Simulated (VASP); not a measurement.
# BP (F-43m) in VASP: notebook, part 2 of 2

VASP 6.6.1. Earlier steps stand in the parts before.

## 5. Relaxation of cell and atoms, BLYP

This run uses another cell than the first one, of 11.68 Å³/atom, 0.963 times its volume.

INCAR

```
AGGAC = 1.0
AGGAX = 1.0
ALDAC = 0.0
ALDAX = 1.0
ALGO = Normal
EDIFF = 1E-7
EDIFFG = -0.02
ENCUT = 600
GGA = B5
IBRION = 2
ISIF = 3
ISMEAR = -1
LASPH = T
LCHARG = F
LREAL = F
LWAVE = F
NELM = 100
NSW = 80
PREC = Accurate
SIGMA = 0.05
```

KPOINTS

```
k-points
0
Gamma
  10 10 10
```

POSCAR

```
BP
1.0
    0.0000000000      2.2690000000      2.2690000000
    2.2690000000      0.0000000000      2.2690000000
    2.2690000000      2.2690000000      0.0000000000
P B
1 1
Direct
    0.7500000000      0.7500000000      0.7500000000
    0.0000000000      0.0000000000      0.0000000000
```

Potentials or basis: VASP PAW PBE potentials, release 64 (P, B).

On the command line:

```console
> cat potpaw_PBE.64/P/POTCAR potpaw_PBE.64/B/POTCAR > POTCAR
> mpirun -np 1 vasp_std > vasp.out
```

OUTCAR:

```text
EDIFF = 1E-7
   EDIFFG = -0.02
   ENCUT = 600
   GGA = B5
   IBRION = 2
   ISIF = 3
   ISMEAR = -1
   LASPH = T
   LREAL = F
   NELM = 100
   NSW = 80
   PREC = Accurate

 ion  position               nearest neighbor table
   1  0.750  0.750  0.750-   2 1.97   2 1.97   2 1.97   2 1.97
   2  0.000  0.000  0.000-   1 1.97   1 1.97   1 1.97   1 1.97

  LATTYP: Found a face centered cubic cell.
 ALAT       =     4.5380000000

  Lattice vectors:

 A1 = (   0.0000000000,   2.2690000000,   2.2690000000)
 A2 = (   2.2690000000,   0.0000000000,   2.2690000000)
 A3 = (   2.2690000000,   2.2690000000,   0.0000000000)

Analysis of symmetry for initial positions (statically):
=====================================================================
 Subroutine PRICEL returns:
 Original cell was already a primitive cell.

 Routine SETGRP: Setting up the symmetry group for a
 face centered cubic supercell.

 Subroutine GETGRP returns: Found 24 space group operations
 (whereof 24 operations were pure point group operations)
 out of a pool of 48 trial point group operations.

The static configuration has the point symmetry T_d .

Analysis of symmetry for dynamics (positions and initial velocities):
=====================================================================
 Subroutine PRICEL returns:
 Original cell was already a primitive cell.

 Routine SETGRP: Setting up the symmetry group for a
 face centered cubic supercell.

 Subroutine GETGRP returns: Found 24 space group operations
 (whereof 24 operations were pure point group operations)
 out of a pool of 48 trial point group operations.

The dynamic configuration has the point symmetry T_d .

 Subroutine INISYM returns: Found 24 space group operations
 (whereof 24 operations are pure point group operations),
 and found     1 'primitive' translations

----------------------------------------------------------------------------------------

                                     Primitive cell

  volume of cell :      23.3633

  direct lattice vectors                    reciprocal lattice vectors
     0.000000000  2.269000000  2.269000000    -0.220361393  0.220361393  0.220361393
     2.269000000  0.000000000  2.269000000     0.220361393 -0.220361393  0.220361393
     2.269000000  2.269000000  0.000000000     0.220361393  0.220361393 -0.220361393

  length of vectors
     3.208850573  3.208850573  3.208850573     0.381677128  0.381677128  0.381677128

  position of ions in fractional coordinates (direct lattice)
     0.750000000  0.750000000  0.750000000
     0.000000000  0.000000000  0.000000000

  ion indices of the primitive-cell ions
   primitive index   ion index
                 1           1
                 2           2

----------------------------------------------------------------------------------------

 KPOINTS: k-points

Automatic generation of k-mesh.
 Grid dimensions read from file:
 generate k-points for:   10   10   10

 Generating k-lattice:

  Cartesian coordinates                     Fractional coordinates (reciprocal lattice)
    -0.022036139  0.022036139  0.022036139     0.100000000  0.000000000  0.000000000
     0.022036139 -0.022036139  0.022036139     0.000000000  0.100000000  0.000000000
     0.022036139  0.022036139 -0.022036139     0.000000000  0.000000000  0.100000000

  Length of vectors
     0.038167713  0.038167713  0.038167713

  Shift w.r.t. Gamma in fractional coordinates (k-lattice)
     0.000000000  0.000000000  0.000000000

 Subroutine IBZKPT returns following result:
 ===========================================

 Found     47 irreducible k-points:

 Following reciprocal coordinates:
            Coordinates               Weight
  0.000000  0.000000  0.000000      1.000000
  0.100000  0.000000  0.000000      8.000000
  0.200000  0.000000  0.000000      8.000000
  0.300000  0.000000  0.000000      8.000000
  0.400000  0.000000  0.000000      8.000000
  0.500000  0.000000  0.000000      4.000000
[... 16 lines left out ...]
  0.300000  0.300000  0.000000      6.000000
  0.400000  0.300000  0.000000     24.000000
 [... further k-points ...]
   k-points           NKPTS =     47   k-points in BZ     NKDIM =     47   number of bands    NBANDS=      8
   number of dos      NEDOS =    301   number of ions     NIONS =      2
   total plane-waves  NPLWV =  21952
   dimension x,y,z NGX =    28 NGY =   28 NGZ =   28
   dimension x,y,z NGXF=    56 NGYF=   56 NGZF=   56
   ions per type =               1   1
   NGX,Y,Z   is equivalent  to a cutoff of  14.51, 14.51, 14.51 a.u.
   NGXF,Y,Z  is equivalent  to a cutoff of  29.01, 29.01, 29.01 a.u.
 SYSTEM =  unknown system
   PREC   = accura    normal or accurate (medium, high low for compatibility)
   ISTART =      0    job   : 0-new  1-cont  2-samecut
   ICHARG =      2    charge: 1-file 2-atom 10-const
   ISPIN  =      1    spin polarized calculation?
   LNONCOLLINEAR =      F non collinear calculations
   LSORBIT =      F    spin-orbit coupling
   LASPH  =      T    aspherical Exc in radial PAW
   ENCUT  =  600.0 eV  44.10 Ry    6.64 a.u.   6.41  6.41  6.41*2*pi/ulx,y,z
   NELM   =    100;   NELMIN=  2; NELMDL= -5     # of ELM steps
   EDIFF  = 0.1E-06   stopping-criterion for ELM
   LREAL  =      F    real-space projection
   EDIFFG = -.2E-01   stopping-criterion for IOM
   NSW    =     80    number of steps for IOM
   IBRION =      2    ionic relax: 0-MD 1-quasi-New 2-CG
   NFREE  =      1    steps in history (QN), initial steepest desc. (CG)
   ISIF   =      3    stress and relaxation
   ISYM   =      2    0-nonsym 1-usesym 2-fastsym
   POTIM  = 0.5000    time-step for ionic-motion
   TEBEG  =    0.0;   TEEND  =   0.0 temperature during run
   PSTRESS=    0.0 pullay stress
   NELECT =       8.0000    total number of electrons
   NUPDOWN=      -1.0000    fix difference up-down
   EMIN   =  10.00;   EMAX   =-10.00  energy-range for DOS
   EFERMI =   0.00;   METHOD = LEGACY
   ISMEAR =    -1;   SIGMA  =   0.05  broadening in eV -4-tet -1-fermi 0-gaus
   EFERMI_NEDOS =   21; number of points for ismear=-14 and -15
   IALGO  =     38    algorithm
   IMIX   =      4    mixing-type and parameters
     AMIX     =   0.40;   BMIX     =  1.00
     AMIX_MAG =   1.60;   BMIX_MAG =  1.00
  volume/ion in A,a.u.               =      11.68        78.83
  Fermi-wavevector in a.u.,A,eV,Ry     =   1.145320  2.164342 17.847562  1.311759
  Thomas-Fermi vector in A             =   2.282009
   LORBIT       =      0    0 simple, 1 ext, 2 COOP (PROOUT), +10 PAW based schemes
   GGA     = B5    functional components
   LHFCALC =     F    Hartree Fock is set to
   AEXX    =    0.0000 exact exchange contribution
   IVDW    =     0    specifies the selected vdW correction
   LEPSILON=     F    determine dielectric tensor
   LRPA    =     F    only Hartree local field effects (RPA)
 conjugate gradient relaxation of ions
 non-spin polarized calculation
  energy-cutoff  :      600.00
  volume of cell :       23.36
 maximum number of plane-waves:       794
 NGX is ok and might be reduce to    28
   NGX = 13   NGY = 13   NGZ = 13

--------------------------------------- Ionic step        1  -------------------------------------------

 number of electron       8.0000000 magnetization

 Free energy of the ion-electron system (eV)
  ---------------------------------------------------
  ext. energy  EPLUGINS =         0.00000000
  ---------------------------------------------------
  free energy    TOTEN  =       -11.56563030 eV

  energy without entropy =      -11.56563030  energy(sigma->0) =      -11.56563030

------------------------ aborting loop because EDIFF is reached ----------------------------------------

  FORCE on cell =-STRESS in cart. coord.  units (eV):
  Direction    XX          YY          ZZ          XY          YZ          ZX
  --------------------------------------------------------------------------------------
  -------------------------------------------------------------------------------------
  Total        0.8561773      0.8561773      0.8561773      0.0000000      0.0000000      0.0000000
  in kB       58.7138860     58.7138860     58.7138860      0.0000000      0.0000000      0.0000000
  external PRESSURE =      58.7138860 kB  Pullay stress =       0.0000000 kB
[... 23 lines left out ...]
--------------------------------------- Ionic step        2  -------------------------------------------

 number of electron       8.0000000 magnetization

 E-fermi :   7.8573     XC(G=0):  -9.9688

 val. band max:        7.0707090331   @ k =   0.0000   0.0000   0.0000
 cond. band min:       8.6733691382   @ k =   0.4000   0.4000   0.0000
 fundamental gap:      1.6026601052
 Fermi energy:         7.8573221023

 k-point     1 :       0.0000    0.0000    0.0000
  band No.  band energies     occupation
      1      -7.6918      2.00000
      2       7.0707      2.00000
      3       7.0707      2.00000
      4       7.0707      2.00000
      5      10.5588      0.00000
      6      10.5588      0.00000
      7      10.5588      0.00000
      8      13.5927      0.00000
[... 288 lines left out ...]
--------------------------------------- Ionic step        3  -------------------------------------------

 number of electron       7.9999999 magnetization

 Free energy of the ion-electron system (eV)
  ---------------------------------------------------
  ext. energy  EPLUGINS =         0.00000000
  ---------------------------------------------------
  free energy    TOTEN  =       -11.58125087 eV

  energy without entropy =      -11.58125087  energy(sigma->0) =      -11.58125087

 E-fermi :   8.1200     XC(G=0): -10.0686

 val. band max:        7.3494048661   @ k =   0.0000   0.0000   0.0000
 cond. band min:       8.9268538357   @ k =   0.4000   0.4000   0.0000
 fundamental gap:      1.5774489696
 Fermi energy:         8.1199538269

 k-point     1 :       0.0000    0.0000    0.0000
  band No.  band energies     occupation
      1      -7.6192      2.00000
      2       7.3494      2.00000
      3       7.3494      2.00000
      4       7.3494      2.00000
      5      10.8731      0.00000
      6      10.8731      0.00000
      7      10.8731      0.00000
      8      14.2392      0.00000
[... 282 lines left out ...]
  FREE ENERGIE OF THE ION-ELECTRON SYSTEM (eV)
  ---------------------------------------------------
  free  energy   TOTEN  =       -11.5812508673 eV

  energy  without entropy=      -11.5812508652  energy(sigma->0) =      -11.58125087

 reached required accuracy - stopping structural energy minimisation
```

Run time: 92 s. Hardware: 1 thread of AMD EPYC 7R43 (Zen 3), shared host; peak memory 0.12 GiB.

Results:

```
Free energy                            : -11.5813 eV
Relaxed volume                         : 12.12 Å³/atom
Relaxed cell                           : a = 3.249 Å, b = 3.249 Å, c = 3.249 Å, α = 60.00°, β = 60.00°, γ = 60.00°
Space group after relaxing (to 0.05 Å) : F-43m (No. 216)
Energy gained by relaxing              : 7.8 meV/atom
Ionic steps                            : 3
Pressure after relaxing                : 0.0 GPa
Band gap on the k mesh                 : 1.58 eV, indirect (least direct gap 3.52 eV)
```

Step by step:
```tsv
step	energy change (eV)	largest force (eV/Å)	pressure (GPa)	volume (Å³)
1	0.0000	0.0000	5.87	23.36
2	-0.0090	0.0000	-3.45	24.84
3	-0.0156	0.0000	-0.01	24.24
```

Final structure:
```
CELL_PARAMETERS angstrom
0.00000 2.29711 2.29711
2.29711 0.00000 2.29711
2.29711 2.29711 0.00000
ATOMIC_POSITIONS crystal
P 0.75000 0.75000 0.75000
B 0.00000 0.00000 0.00000
```

Levels at points of the mesh, in eV from the valence-band top:
| k point | band 1 | band 2 | band 3 | band 4 | band 5 | band 6 | band 7 | band 8 |
| --- | --- | --- | --- | --- | --- | --- | --- | --- |
| (0.00, 0.00, 0.00) | -14.97 | 0.00 | 0.00 | 0.00 | 3.52 | 3.52 | 3.52 | 6.89 |
| (0.50, 0.00, 0.00) | -11.85 | -8.58 | -1.67 | -1.67 | 3.73 | 4.91 | 4.91 | 10.31 |
| (0.50, 0.50, 0.00) | -10.39 | -8.25 | -3.88 | -3.88 | 1.71 | 2.00 | 11.83 | 11.83 |

Caveat: the PAW data sets were made with another functional, which shifts forces and pressure a little.

## 6. Single point, PBEsol+D3(BJ)

This run uses another cell than the first one, of 11.31 Å³/atom, 0.932 times its volume.

INCAR

```
SYSTEM = BP
ALGO = Normal
EDIFF = 1E-6
ENCUT = 520
GGA = PS
ISIF = 2
ISMEAR = -1
IVDW = 12
LASPH = .TRUE.
LCHARG = .FALSE.
LREAL = .FALSE.
LWAVE = .FALSE.
NBANDS = 11
NELM = 60
PREC = Accurate
SIGMA = 0.05
```

KPOINTS

```
k-points
0
G
  10 10 10
  0 0 0
```

POSCAR

```
BP
1.0
    0.0000000000      2.2444128729      2.2444128729
    2.2444128729      0.0000000000      2.2444128729
    2.2444128729      2.2444128729      0.0000000000
P B
1 1
Direct
    0.7500000000      0.7500000000      0.7500000000
    0.0000000000      0.0000000000      0.0000000000
```

Potentials or basis: VASP PAW PBE potentials, release 64 (P, B).

On the command line:

```console
> cat potpaw_PBE.64/P/POTCAR potpaw_PBE.64/B/POTCAR > POTCAR
> mpirun -np 1 vasp_std > vasp.out
```

It took 5.8 s on 1 thread of Intel Xeon Platinum 8375C at 2.90GHz (Ice Lake), shared host; peak memory 0.14 GiB.

The run converged. Its results:

- Free energy: -14.1858 eV
- Pressure: 0.1 GPa
- Band gap on the k mesh: 1.09 eV, indirect (least direct gap 3.41 eV)
- Dispersion energy per atom: -0.259 eV

Levels at points of the mesh, in eV from the valence-band top:
| k point | band 2 | band 3 | band 4 | band 5 | band 6 | band 7 |
| --- | --- | --- | --- | --- | --- | --- |
| (0.00, 0.00, 0.00) | 0.00 | 0.00 | 0.00 | 3.41 | 3.41 | 3.41 |
| (0.50, 0.00, 0.00) | -9.33 | -1.81 | -1.81 | 3.93 | 4.67 | 4.67 |
| (0.50, 0.50, 0.00) | -8.77 | -4.26 | -4.26 | 1.16 | 1.49 | 12.40 |

Caveat: the PAW data sets were made with another functional, which shifts forces and pressure a little. A k mesh can miss the band edges.

## 7. Overview

| task | level | cell | cutoff (eV) | gap on the mesh (eV) | pressure (GPa) | relaxed volume (Å³/atom) |
| --- | --- | --- | --- | --- | --- | --- |
| single point | BLYP | a = 3.250 Å, angles 60.0°, 2 atoms | 520 | 1.58 | -0.2 | - |
| relaxation of cell and atoms | PBE | relaxed from a = 3.209 Å, angles 60.0°, 2 atoms | 600 | 1.25 | 0.0 | 11.75 |
| relaxation of cell and atoms | PBE+D4 | relaxed from a = 3.209 Å, angles 60.0°, 2 atoms | 600 | 1.21 | 0.0 | 11.40 |
| relaxation of cell and atoms | BLYP | relaxed from a = 3.209 Å, angles 60.0°, 2 atoms | 600 | 1.58 | 0.0 | 12.12 |
| single point | PBEsol+D3(BJ) | a = 3.174 Å, angles 60.0°, 2 atoms | 520 | 1.09 | 0.1 | - |

Alike in all rows: potentials or basis VASP PAW PBE potentials, release 64 (P, B); no spin polarisation; k mesh 10 × 10 × 10; smearing fermi-dirac 0.05 eV.

Caveats: the PAW data sets were made with another functional, which shifts forces and pressure a little (some runs).

Total energies depend on the potentials used, so only differences within one code and one set of settings carry meaning.
